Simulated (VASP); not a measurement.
# Ru (P6_3/mmc) in VASP: notebook

Ru is run at these levels: PBEsol+D4, PBEsol, rpbe exchange, lyp correlation; tasks: phonons, elastic constants.

All numbers are computed with VASP 6.6.1; they aren't measurements. Logs are shortened: lines on timing, memory, paths and dates and some standing lists are left out, and cuts for length are marked.

**1. The cell of the first run**

It takes space group P6_3/mmc (No. 194, hexagonal). Conventional cell: a = 2.706 Å, b = 2.706 Å, c = 4.282 Å, α = 90.00°, β = 90.00°, γ = 120.00°. Within 3.5 Å of Ru (site symmetry -6m2) lie 12 Ru at 2.65 to 2.71 Å.

**2. Phonons, PBEsol+D4, collinear spin**

INCAR reads:

```
SYSTEM = Ru
ALGO     = Normal         ! electronic algorithm
EDIFF    = 1E-8           ! SCF threshold, eV
ENCUT    = 520            ! plane-wave cutoff, eV
GGA      = PS             ! functional
IBRION   = 6              ! ionic algorithm
ISIF     = 2              ! what is computed and relaxed
ISMEAR   = -1             ! smearing method
ISPIN    = 2              ! spin polarisation
IVDW     = 13             ! dispersion correction
LASPH    = .True.         ! aspherical terms in the spheres
LCHARG   = .False.        ! write CHGCAR
LMAXMIX  = 4              ! l up to which the mixer works
LORBIT   = 11             ! projections on sites
LREAL    = .False.        ! projectors in reciprocal space
LWAVE    = .False.        ! write WAVECAR
MAGMOM   = -0.32 -0.02    ! initial moments
NELM     = 150            ! most SCF steps
NFREE    = 2            
NSW      = 1              ! ionic steps
POTIM    = 0.015          ! step
PREC     = Accurate       ! precision mode
SIGMA    = 0.05           ! smearing width, eV
```

KPOINTS reads:

```
k-points
0
Gamma
  11 11 6
  0 0 0
```

POSCAR reads:

```
Ru
1.0
    2.7058000000      0.0000000000      0.0000000000
   -1.3529000000      2.3432915376      0.0000000000
    0.0000000000      0.0000000000      4.2819000000
Ru
2
Direct
    0.6666666667      0.3333333333      0.7500000000
    0.3333333333      0.6666666667      0.2500000000
```

Potentials or basis: VASP PAW PBE potentials, release 64 (Ru_pv).

Command:

```bash
cat potpaw_PBE.64/Ru_pv/POTCAR > POTCAR
mpirun -np 1 vasp_std > vasp.out
```

OUTCAR:

```text
SYSTEM = Ru
   EDIFF = 1E-8
   ENCUT = 520
   GGA = PS
   IBRION = 6
   ISIF = 2
   ISMEAR = -1
   ISPIN = 2
   IVDW = 13
   LASPH = .True.
   LORBIT = 11
   LREAL = .False.
   NELM = 150
   NFREE = 2
   NSW = 1
   POTIM = 0.015
   PREC = Accurate

 ion  position               nearest neighbor table
   1  0.667  0.333  0.750-   2 2.65   2 2.65   2 2.65   2 2.65   2 2.65   2 2.65
   2  0.333  0.667  0.250-   1 2.65   1 2.65   1 2.65   1 2.65   1 2.65   1 2.65

  LATTYP: Found a hexagonal cell.
 ALAT       =     2.7058000000
 C/A-ratio  =     1.5824894671

  Lattice vectors:

 A1 = (   2.7058000000,   0.0000000000,   0.0000000000)
 A2 = (  -1.3529000000,   2.3432915376,   0.0000000000)
 A3 = (   0.0000000000,   0.0000000000,   4.2819000000)

Analysis of symmetry for initial positions (statically):
=====================================================================
 Subroutine PRICEL returns:
 Original cell was already a primitive cell.

 Routine SETGRP: Setting up the symmetry group for a
 hexagonal supercell.

 Subroutine GETGRP returns: Found 24 space group operations
 (whereof 12 operations were pure point group operations)
 out of a pool of 24 trial point group operations.

The static configuration has the point symmetry D_3d.
 The point group associated with its full space group is D_6h.

Analysis of symmetry for dynamics (positions and initial velocities):
=====================================================================
 Subroutine PRICEL returns:
 Original cell was already a primitive cell.

 Routine SETGRP: Setting up the symmetry group for a
 hexagonal supercell.

 Subroutine GETGRP returns: Found 24 space group operations
 (whereof 12 operations were pure point group operations)
 out of a pool of 24 trial point group operations.

The dynamic configuration has the point symmetry D_3d.
 The point group associated with its full space group is D_6h.

Analysis of structural, dynamic, and magnetic symmetry:
=====================================================================
 Subroutine PRICEL returns:
 Original cell was already a primitive cell.

 Routine SETGRP: Setting up the symmetry group for a
 hexagonal supercell.

 Subroutine GETGRP returns: Found 12 space group operations
 (whereof  6 operations were pure point group operations)
 out of a pool of 24 trial point group operations.

The overall configuration has the point symmetry C_3v.
[... 153 lines left out ...]
------------------------ aborting loop because EDIFF is reached ----------------------------------------

  DFT-D4 for vdW energy calculation

  Edisp (eV):   -0.60957
[... 327 lines left out ...]
 number of electron      28.0000007 magnetization       0.0000000

 number of electron      28.0000007 magnetization      -0.0000000

 Free energy of the ion-electron system (eV)
  ---------------------------------------------------
  ext. energy  EPLUGINS =         0.00000000
  ---------------------------------------------------
  free energy    TOTEN  =       -20.32706350 eV

  energy without entropy =      -20.31022635  energy(sigma->0) =      -20.31864492

 E-fermi :  12.6315     XC(G=0): -14.2819

 val. band max:       12.6178784020   @ k =   0.2727   0.0000   0.0000
 cond. band min:      12.6346973319   @ k =  -0.0000   0.3636   0.3333
 fundamental gap:      0.0168189300
 Fermi energy:        12.6315144671

 spin component 1

 k-point     1 :       0.0000    0.0000    0.0000
  band No.  band energies     occupation
      1     -30.9025      1.00000
      2     -29.9623      1.00000
      3     -29.9623      1.00000
      4     -29.7909      1.00000
      5     -29.7909      1.00000
      6     -29.7509      1.00000
[... 493 lines left out ...]
     17      14.2187      0.00000
     18      18.3052      0.00000

 [... further k-points ...]

 spin component 2

 k-point     1 :       0.0000    0.0000    0.0000
  band No.  band energies     occupation
      1     -30.9025      1.00000
      2     -29.9623      1.00000
      3     -29.9623      1.00000
      4     -29.7909      1.00000
      5     -29.7909      1.00000
      6     -29.7509      1.00000
[... 528 lines left out ...]
  FREE ENERGIE OF THE ION-ELECTRON SYSTEM (eV)
  ---------------------------------------------------
  free  energy   TOTEN  =       -20.9366301382 eV

  energy  without entropy=      -20.9197929881  energy(sigma->0) =      -20.92821156

 INTERNAL STRAIN TENSORS FROM DISPLACED ATOMS
 ============================================

 INTERNAL STRAIN TENSOR FOR ION    1 for displacements in x,y,z  (eV/Angst):
          X           Y           Z          XY          YZ          ZX
  --------------------------------------------------------------------------------
  x     0.00000     0.00000     0.00000     2.98220     0.00000     0.00000
  y     2.98220    -2.98220     0.00000     0.00000     0.00000     0.00000
  z    -0.00000     0.00000     0.00000     0.00000     0.00000     0.00000

 INTERNAL STRAIN TENSOR FOR ION    2 for displacements in x,y,z  (eV/Angst):
          X           Y           Z          XY          YZ          ZX
  --------------------------------------------------------------------------------
  x     0.00000     0.00000    -0.00000    -2.97870     0.00000     0.00000
  y    -2.97870     2.97870     0.00000    -0.00000     0.00000     0.00000
  z    -0.00000    -0.00000    -0.00000     0.00000    -0.00000     0.00000

 Eigenvectors and eigenvalues of the dynamical matrix
 ----------------------------------------------------

   1 f  =    7.593457 THz    47.711099 2PiTHz  253.290472 cm-1    31.404002 meV
             X         Y         Z           dx          dy          dz
      1.352900  0.781097  3.211425     0.000000   -0.000000   -0.707107
     -0.000000  1.562194  1.070475     0.000000    0.000000    0.707107
[... 21 lines left out ...]
   6 f/i=    0.000185 THz     0.001163 2PiTHz    0.006177 cm-1     0.000766 meV
             X         Y         Z           dx          dy          dz
      1.352900  0.781097  3.211425    -0.597498    0.378191   -0.000000
     -0.000000  1.562194  1.070475    -0.597459    0.378167    0.000000

 ELASTIC MODULI CONTR FROM IONIC RELAXATION (kBar)
 Direction    XX          YY          ZZ          XY          YZ          ZX
 --------------------------------------------------------------------------------
 XX         -78.9089     78.9089     -0.0000      0.0000      0.0000      0.0000
 YY          78.9089    -78.9089      0.0000     -0.0000     -0.0000     -0.0000
 ZZ          -0.0000      0.0000     -0.0000     -0.0000     -0.0000     -0.0000
 XY           0.0000     -0.0000     -0.0000    -78.9089      0.0000      0.0000
 YZ           0.0000     -0.0000     -0.0000      0.0000     -0.0000     -0.0000
 ZX           0.0000     -0.0000     -0.0000      0.0000     -0.0000     -0.0000
 --------------------------------------------------------------------------------

 total charge

# of ion       s       p       d       tot
------------------------------------------
    1        0.404   6.318   5.944  12.665
    2        0.404   6.318   5.944  12.665
--------------------------------------------------
tot          0.807  12.635  11.888  25.331

 magnetization (x)

# of ion       s       p       d       tot
------------------------------------------
    1        0.000  -0.000  -0.000  -0.000
    2        0.000   0.000   0.000   0.000
--------------------------------------------------
tot          0.000   0.000   0.000   0.000
```

stdout:

```text
POSCAR found type information on POSCAR Ru
 POSCAR found :  1 types and       2 ions
 scaLAPACK will be used
 -----------------------------------------------------------------------------
|                                                                             |
|                                                                             |
|     You enforced a specific xc type in the INCAR file but a different       |
|     I HOPE YOU KNOW WHAT YOU ARE DOING!                                     |
|                                                                             |
 -----------------------------------------------------------------------------

 LDA part: xc-table for (Slater+PW92), standard interpolation
 POSCAR, INCAR and KPOINTS ok, starting setup
 FFT: planning ... GRIDC
 FFT: planning ... GRID_SOFT
 FFT: planning ... GRID
 WAVECAR not read
 entering main loop
 Found     4 degrees of freedom:
 Finite differences POTIM= 0.01500 DOF=   4
 bond charge predicted
 Finite differences progress:
 bond charge predicted
 Finite differences progress:
 bond charge predicted
 Finite differences progress:
 bond charge predicted
 Finite differences progress:
 bond charge predicted
 Finite differences progress:
 bond charge predicted
 Finite differences progress:
 bond charge predicted
 Finite differences progress:
 bond charge predicted
 Finite differences progress:
```

Run time: 5.2 min. Hardware: 1 thread of Intel Xeon 6975P-C (Granite Rapids), shared host; peak memory 0.4 GiB.

Results:

* Net moment: 0.00 μB per cell
* Valence electrons inside the program's atomic spheres: Ru 12.66
* Highest phonon frequency at Γ: 253 cm⁻¹
* Dispersion energy per atom: -0.305 eV

Phonon frequencies in cm⁻¹ (negative: imaginary):
```csv
q point,frequencies
"(0.000, 0.000, 0.000)",0 0 0 189 189 253
```

Caveat: the cell stands under pressure or tension, which shifts response properties; the PAW data sets were made with another functional, which shifts forces and pressure a little.

**3. Elastic constants, PBEsol**

INCAR reads:

```
PREC = Accurate ; ENCUT = 600
EDIFF = 1E-8 ; ISMEAR = -1
SIGMA = 0.05 ; LREAL = False
LASPH = True ; NELM = 60
ALGO = Fast ; ISIF = 3
LWAVE = False ; LCHARG = False
GGA = PS ; NBANDS = 21
IBRION = 6 ; NFREE = 2
POTIM = 0.015 ; NSW = 1
```

KPOINTS reads:

```
regular mesh
0
Gamma
  8 8 5
```

POSCAR is that of step 2.

Potentials or basis: VASP PAW PBE potentials, release 64 (Ru_pv).

Command:

```bash
cat potpaw_PBE.64/Ru_pv/POTCAR > POTCAR
mpirun -np 1 vasp_std > vasp.out
```

Run time: 12 min. Hardware: 1 thread of Intel Xeon 8259CL, shared host; peak memory 0.25 GiB.

It converged, with:

| Property | Result |
| --- | --- |
| Voigt bulk modulus | 325 GPa |
| Highest phonon frequency at Γ | 266 cm⁻¹ |

Phonon frequencies in cm⁻¹ (negative: imaginary):
| q point | frequencies |
| --- | --- |
| (0.000, 0.000, 0.000) | 0 0 0 211 211 266 |

Elastic tensor in Voigt notation (GPa, in the Cartesian axes of the cell as first typed):
```
595 190 171   0   0   0
190 595 171   0   0   0
171 171 673   0   0   0
  0   0   0 203   0   0
  0   0   0   0 203   0
  0   0   0   0   0 202
```

Clamped-ion elastic tensor (GPa):
```
600 184 171   0   0   0
184 600 171   0   0   0
171 171 673   0   0   0
  0   0   0 203   0   0
  0   0   0   0 203   0
  0   0   0   0   0 208
```

Caveat: the cell is under stress, which shifts elastic constants; the PAW data sets were made with another functional, which shifts forces and pressure a little.

**4. Elastic constants, rpbe exchange, lyp correlation**

INCAR reads:

```
PREC = Accurate ; ENCUT = 500
EDIFF = 1E-8 ; ISMEAR = -1
SIGMA = 0.15 ; LREAL = F
LASPH = T ; NELM = 120
ALGO = Normal ; ISIF = 3
LWAVE = F ; LCHARG = F
GGA = LIBXC ; LIBXC1 = GGA_X_RPBE
LIBXC2 = GGA_C_LYP ; IBRION = 6
NFREE = 2 ; POTIM = 0.015
NSW = 1 ; GGA_COMPAT = F
```

KPOINTS reads:

```
regular mesh
0
Gamma
  11 11 6
```

POSCAR is that of step 3.

Command:

```bash
cat potpaw_PBE.64/Ru_pv/POTCAR > POTCAR
mpirun -np 1 vasp_std > vasp.out
```

Wall time 5.5 min (1 thread of Intel Xeon 6975P-C (Granite Rapids), shared host); peak memory 0.3 GiB.

It converged, with:

- Voigt bulk modulus: 340 GPa
- Highest phonon frequency at Γ: 272 cm⁻¹

Phonon frequencies in cm⁻¹ (negative: imaginary):
```tsv
q point	frequencies
(0.000, 0.000, 0.000)	0 0 0 189 189 272
```

Elastic tensor in Voigt notation (GPa, in the Cartesian axes of the cell as first typed):
```
597 213 191   0   0   0
213 597 191   0   0   0
191 191 680   0   0   0
  0   0   0 181   0   0
  0   0   0   0 181   0
  0   0   0   0   0 192
```

Clamped-ion elastic tensor (GPa):
```
606 204 191   0   0   0
204 606 191   0   0   0
191 191 680   0   0   0
  0   0   0 181   0   0
  0   0   0   0 181   0
  0   0   0   0   0 201
```

Caveat: the cell is under stress, which shifts elastic constants; the PAW data sets were made with another functional, which shifts forces and pressure a little.
